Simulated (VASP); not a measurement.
# C (C2/m) in VASP: single point with PBE

Aim: the single point of C with PBE.

Everything below comes from runs of VASP 6.6.1. Logs are shortened: lines on timing, memory, paths and dates and some standing lists are left out, and cuts for length are marked.

### Step 1. The cell of the first run

Symmetry: C2/m, No. 12, monoclinic system. Conventional cell: a = 4.174 Å, b = 2.368 Å, c = 3.738 Å, α = 90.00°, β = 110.05°, γ = 90.00°. Within 1.7 Å of C (site symmetry m) lie 3 C at 1.26 to 1.68 Å.

### Step 2. Single point, PBE (strained and its atoms moved)

File INCAR:

```
SYSTEM = C
PREC = Accurate ; ENCUT = 520
EDIFF = 1E-7 ; ISMEAR = 0
SIGMA = 0.05 ; LREAL = .False.
LASPH = .True. ; NELM = 100
ALGO = Normal ; ISIF = 2
LWAVE = .False. ; LCHARG = .True.
GGA = PE ; LELF = .True.
LVHAR = .True. ; NBANDS = 11
```

File KPOINTS:

```
Automatic mesh
0
Gamma
  16 16 10
  0 0 0
```

File POSCAR:

```
C
1.0
    2.0869012214     -1.1841256863      0.0214433887
    2.0869012214      1.1841256863      0.0214433887
   -1.3175587807      0.0000000000      3.4977561885
C
2
Direct
    0.8029784119      0.8029784119      0.0113314119
    0.1970215881      0.1970215881      0.9886685881
```

Potentials or basis: VASP PAW PBE potentials, release 64 (C).

On the command line:

```sh
> cat potpaw_PBE.64/C/POTCAR > POTCAR
> mpirun -np 1 vasp_std > vasp.out
```

OUTCAR:

```text
SYSTEM = C
   PREC = Accurate
   ENCUT = 520
   EDIFF = 1E-7
   ISMEAR = 0
   LREAL = .False.
   LASPH = .True.
   NELM = 100
   ISIF = 2
   GGA = PE

 ion  position               nearest neighbor table
   1  0.803  0.803  0.011-   2 1.26   2 1.26   2 1.68
   2  0.197  0.197  0.989-   1 1.26   1 1.26   1 1.68

  LATTYP: Found a base centered monoclinic cell.
 ALAT       =     4.1740227727
 B/A-ratio  =     0.5673786420
 C/A-ratio  =     0.8954625394
 COS(beta)  =    -0.3428732605

  Lattice vectors:

 A1 = (   2.0869012214,  -1.1841256863,   0.0214433887)
 A2 = (   2.0869012214,   1.1841256863,   0.0214433887)
 A3 = (  -1.3175587807,   0.0000000000,   3.4977561885)

Analysis of symmetry for initial positions (statically):
=====================================================================
 Subroutine PRICEL returns:
 Original cell was already a primitive cell.

 Routine SETGRP: Setting up the symmetry group for a
 base centered monoclinic supercell.

 Subroutine GETGRP returns: Found  4 space group operations
 (whereof  4 operations were pure point group operations)
 out of a pool of  4 trial point group operations.

The static configuration has the point symmetry C_2h.

Analysis of symmetry for dynamics (positions and initial velocities):
=====================================================================
 Subroutine PRICEL returns:
 Original cell was already a primitive cell.

 Routine SETGRP: Setting up the symmetry group for a
 base centered monoclinic supercell.

 Subroutine GETGRP returns: Found  4 space group operations
 (whereof  4 operations were pure point group operations)
 out of a pool of  4 trial point group operations.

The dynamic configuration has the point symmetry C_2h.

 Subroutine INISYM returns: Found  4 space group operations
 (whereof  4 operations are pure point group operations),
 and found     1 'primitive' translations

----------------------------------------------------------------------------------------

                                     Primitive cell

  volume of cell :      17.3539

  direct lattice vectors                    reciprocal lattice vectors
     2.086901221 -1.184125686  0.021443389     0.238665915 -0.422252474  0.089902313
     2.086901221  1.184125686  0.021443389     0.238665915  0.422252474  0.089902313
    -1.317558781  0.000000000  3.497756188    -0.002926337  0.000000000  0.284795259

  length of vectors
     2.399535407  2.399535407  3.737681032     0.493296053  0.493296053  0.284810293

  position of ions in fractional coordinates (direct lattice)
     0.802978412  0.802978412  0.011331412
     0.197021588  0.197021588  0.988668588

  ion indices of the primitive-cell ions
   primitive index   ion index
                 1           1
                 2           2

----------------------------------------------------------------------------------------

 KPOINTS: Automatic mesh

Automatic generation of k-mesh.
 Grid dimensions read from file:
 generate k-points for:   16   16   10

 Generating k-lattice:

  Cartesian coordinates                     Fractional coordinates (reciprocal lattice)
     0.014916620 -0.026390780  0.005618895     0.062500000  0.000000000  0.000000000
     0.014916620  0.026390780  0.005618895     0.000000000  0.062500000  0.000000000
    -0.000292634  0.000000000  0.028479526     0.000000000  0.000000000  0.100000000

  Length of vectors
     0.030831003  0.030831003  0.028481029

  Shift w.r.t. Gamma in fractional coordinates (k-lattice)
     0.000000000  0.000000000  0.000000000

 Subroutine IBZKPT returns following result:
 ===========================================

 Found    690 irreducible k-points:

 Following reciprocal coordinates:
            Coordinates               Weight
  0.000000  0.000000  0.000000      1.000000
  0.062500 -0.000000 -0.000000      4.000000
  0.125000 -0.000000 -0.000000      4.000000
  0.187500  0.000000 -0.000000      4.000000
  0.250000 -0.000000 -0.000000      4.000000
  0.312500 -0.000000 -0.000000      4.000000
[... 16 lines left out ...]
 -0.125000  0.062500  0.000000      4.000000
 -0.062500  0.062500  0.000000      2.000000
 [... further k-points ...]
   k-points           NKPTS =    690   k-points in BZ     NKDIM =    690   number of bands    NBANDS=     11
   number of dos      NEDOS =    301   number of ions     NIONS =      2
   total plane-waves  NPLWV =   9072
   dimension x,y,z NGX =    18 NGY =   18 NGZ =   28
   dimension x,y,z NGXF=    36 NGYF=   36 NGZF=   56
   ions per type =               2
   NGX,Y,Z   is equivalent  to a cutoff of  12.47, 12.47, 12.45 a.u.
   NGXF,Y,Z  is equivalent  to a cutoff of  24.94, 24.94, 24.91 a.u.
 SYSTEM =  C
   PREC   = accura    normal or accurate (medium, high low for compatibility)
   ISTART =      0    job   : 0-new  1-cont  2-samecut
   ICHARG =      2    charge: 1-file 2-atom 10-const
   ISPIN  =      1    spin polarized calculation?
   LNONCOLLINEAR =      F non collinear calculations
   LSORBIT =      F    spin-orbit coupling
   LASPH  =      T    aspherical Exc in radial PAW
   ENCUT  =  520.0 eV  38.22 Ry    6.18 a.u.   4.46  4.46  6.95*2*pi/ulx,y,z
   NELM   =    100;   NELMIN=  2; NELMDL= -5     # of ELM steps
   EDIFF  = 0.1E-06   stopping-criterion for ELM
   LREAL  =      F    real-space projection
   EDIFFG = 0.1E-05   stopping-criterion for IOM
   NSW    =      0    number of steps for IOM
   IBRION =     -1    ionic relax: 0-MD 1-quasi-New 2-CG
   NFREE  =      0    steps in history (QN), initial steepest desc. (CG)
   ISIF   =      2    stress and relaxation
   ISYM   =      2    0-nonsym 1-usesym 2-fastsym
   POTIM  = 0.5000    time-step for ionic-motion
   TEBEG  =    0.0;   TEEND  =   0.0 temperature during run
   PSTRESS=    0.0 pullay stress
   NELECT =       8.0000    total number of electrons
   NUPDOWN=      -1.0000    fix difference up-down
   EMIN   =  10.00;   EMAX   =-10.00  energy-range for DOS
   EFERMI =   0.00;   METHOD = LEGACY
   ISMEAR =     0;   SIGMA  =   0.05  broadening in eV -4-tet -1-fermi 0-gaus
   EFERMI_NEDOS =   21; number of points for ismear=-14 and -15
   IALGO  =     38    algorithm
   IMIX   =      4    mixing-type and parameters
     AMIX     =   0.40;   BMIX     =  1.00
     AMIX_MAG =   1.60;   BMIX_MAG =  1.00
  volume/ion in A,a.u.               =       8.68        58.55
  Fermi-wavevector in a.u.,A,eV,Ry     =   1.264656  2.389854 21.760554  1.599356
  Thomas-Fermi vector in A             =   2.397950
   LORBIT       =      0    0 simple, 1 ext, 2 COOP (PROOUT), +10 PAW based schemes
   GGA     = PE    functional components
   LHFCALC =     F    Hartree Fock is set to
   AEXX    =    0.0000 exact exchange contribution
   IVDW    =     0    specifies the selected vdW correction
   LEPSILON=     F    determine dielectric tensor
   LRPA    =     F    only Hartree local field effects (RPA)
 non-spin polarized calculation
 Gauss-broadening in eV      SIGMA  =   0.05
  energy-cutoff  :      520.00
  volume of cell :       17.35
 maximum number of plane-waves:       486
 NGX is ok and might be reduce to    18
   NGX =  9   NGY =  9   NGZ = 13

 number of electron       8.0000000 magnetization

 Free energy of the ion-electron system (eV)
  ---------------------------------------------------
  ext. energy  EPLUGINS =         0.00000000
  ---------------------------------------------------
  free energy    TOTEN  =       -16.29477307 eV

  energy without entropy =      -16.29435215  energy(sigma->0) =      -16.29456261

 E-fermi :   5.0247     XC(G=0): -10.1644

 val. band max:        5.0128594213   @ k =  -0.4375   0.1250   0.4000
 cond. band min:       5.0254421138   @ k =  -0.4375   0.0625   0.3000
 fundamental gap:      0.0125826925
 Fermi energy:         5.0246535629

 k-point     1 :       0.0000    0.0000    0.0000
  band No.  band energies     occupation
      1     -15.6779      2.00000
      2      -2.9059      2.00000
      3      -2.3080      2.00000
      4       6.8787      0.00000
      5       8.0030      0.00000
      6       8.5181      0.00000
      7      18.0009      0.00000
      8      19.8068      0.00000
      9      19.8599      0.00000
     10      27.5562      0.00000
     11      28.0724      0.00000

 k-point     2 :       0.0625   -0.0000   -0.0000
  band No.  band energies     occupation
      1     -15.5832      2.00000
      2      -2.8056      2.00000
      3      -2.4833      2.00000
      4       6.1478      0.00000
      5       8.2820      0.00000
      6       8.9150      0.00000
      7      17.5170      0.00000
      8      19.8886      0.00000
      9      20.0542      0.00000
     10      27.9118      0.00000
     11      28.0944      0.00000

 k-point     3 :       0.1250   -0.0000   -0.0000
  band No.  band energies     occupation
      1     -15.2998      2.00000
      2      -3.0592      2.00000
      3      -2.4256      2.00000
      4       4.8858      1.99991
      5       8.7077      0.00000
      6       9.6137      0.00000
      7      16.2488      0.00000
      8      20.1414      0.00000
      9      20.6521      0.00000
     10      27.4289      0.00000
     11      29.4047      0.00000
[... 267 lines left out ...]
 k-point    23 :      -0.1250    0.0625    0.0000
  band No.  band energies     occupation
      1     -15.0303      2.00000
      2      -3.6508      2.00000
      3      -2.0091      2.00000
      4       4.5339      2.00000
      5       9.1241      0.00000
      6       9.4742      0.00000
      7      14.8538      0.00000
      8      20.3990      0.00000
      9      21.1189      0.00000
     10      28.0535      0.00000
     11      29.6288      0.00000

 k-point    24 :      -0.0625    0.0625    0.0000
  band No.  band energies     occupation
      1     -15.4003      2.00000
      2      -2.9700      2.00000
      3      -2.4881      2.00000
      4       5.8339      0.00000
      5       8.6279      0.00000
      6       8.7862      0.00000
      7      16.4433      0.00000
      8      20.0432      0.00000
      9      20.4155      0.00000
     10      28.3223      0.00000
     11      29.0379      0.00000

 [... further k-points ...]

------------------------ aborting loop because EDIFF is reached ----------------------------------------

  FORCE on cell =-STRESS in cart. coord.  units (eV):
  Direction    XX          YY          ZZ          XY          YZ          ZX
  --------------------------------------------------------------------------------------
  -------------------------------------------------------------------------------------
  Total        3.8337636     15.5919695      0.1470137      0.0000000      0.0000000      0.8327902
  in kB      353.9476070   1439.5097949     13.5728583      0.0000000      0.0000000     76.8863478
  external PRESSURE =     602.3434201 kB  Pullay stress =       0.0000000 kB

 VOLUME and BASIS-vectors are now :
 -----------------------------------------------------------------------------
  energy-cutoff  :      520.00
  volume of cell :       17.35
      direct lattice vectors                 reciprocal lattice vectors
     2.086901221 -1.184125686  0.021443389     0.238665915 -0.422252474  0.089902313
     2.086901221  1.184125686  0.021443389     0.238665915  0.422252474  0.089902313
    -1.317558781  0.000000000  3.497756188    -0.002926337  0.000000000  0.284795259

 POSITION                                       TOTAL-FORCE (eV/Angst)
 -----------------------------------------------------------------------------------
      3.33654      0.00000      0.07407         9.835186      0.000000     -0.406244
     -0.48030      0.00000      3.46657        -9.835186      0.000000      0.406244
 -----------------------------------------------------------------------------------
    total drift:                                0.000000      0.000000     -0.000000

  FREE ENERGIE OF THE ION-ELECTRON SYSTEM (eV)
  ---------------------------------------------------
  free  energy   TOTEN  =       -16.2947730662 eV

  energy  without entropy=      -16.2943521538  energy(sigma->0) =      -16.29456261
```

Run time: 50 s. Hardware: 1 thread of Intel Xeon 6975P-C (Granite Rapids), shared host; peak memory 0.2 GiB.

Results:

```
Free energy            : -16.2948 eV
Pressure               : 60.2 GPa
Largest force          : 9.844 eV/Å
Band gap on the k mesh : zero (bands 4 and 5 overlap by 2.23 eV)
```

Forces in eV/Å, atoms in the order of the input:
```
C    9.835  0.000 -0.406
C   -9.835  0.000  0.406
```

Caveat: the cell differs from its parent crystal (strained and its atoms moved); the stress differs along the axes, from 1 to 144 GPa; this functional lacks dispersion, which binds layers or chains, so the pressure and a relaxed spacing across them are unreliable; forces of over 1 eV/Å act on the atoms, so gaps and moduli don't describe the material at rest.
